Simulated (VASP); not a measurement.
Runs of VASP 6.6.1 on SiC. The structure is that of space group P6_3mc (No. 186), or close to it. The cells are those of the table. 

```tsv
task	cell	k mesh	cutoff (eV)	smearing	k mesh for the DOS	occupations for the DOS	gap on the mesh (eV)	pressure (GPa)	largest force (eV/Å)
relaxation of shape and atoms at fixed volume	relaxed from a = 3.071, b = 3.071, c = 5.040 Å, angles 90.0, 90.0, 120.0°, 4 atoms	12 × 12 × 8	600	gaussian 0.05 eV	-	-	2.27	4.3	-
single point	a = 3.092, b = 3.092, c = 5.074 Å, angles 90.0, 90.0, 120.0°, 4 atoms	12 × 12 × 8	520	tetrahedron	-	-	2.30	0.0	-
single point	a = 3.051, b = 3.051, c = 5.004 Å, angles 90.0, 90.0, 120.0°, 4 atoms	12 × 12 × 8	520	gaussian 0.05 eV	-	-	2.23	(a)	0.01
single point	a = 3.132, b = 3.132, c = 5.142 Å, angles 90.0, 90.0, 120.0°, 4 atoms	12 × 12 × 8	520	gaussian 0.05 eV	-	-	2.37	-7.8	0.01
relaxation of shape and atoms at fixed volume	relaxed from a = 3.050, b = 3.050, c = 5.006 Å, angles 90.0, 90.0, 120.0°, 4 atoms	12 × 12 × 8	600	gaussian 0.05 eV	-	-	2.23	9.2	0.01
single point	a = 3.092, b = 3.092, c = 5.074 Å, angles 90.0, 90.0, 120.0°, 4 atoms	15 × 15 × 10	520	gaussian 0.05 eV	-	-	2.30	0.0	-
single point	a = 3.092, b = 3.092, c = 5.074 Å, angles 90.0, 90.0, 120.0°, 4 atoms	18 × 18 × 12	520	gaussian 0.05 eV	-	-	2.30	0.0	-
```

Alike in all rows: level PBE; potentials or basis VASP PAW PBE potentials, release 64 (Si, C); no spin polarisation.

**Question.** Estimate the missing entries.

**Answer.** (a) 9.4.

Caveats: the relaxation stopped at its first step, so nothing moved (some runs).

A k mesh can miss the band edges.
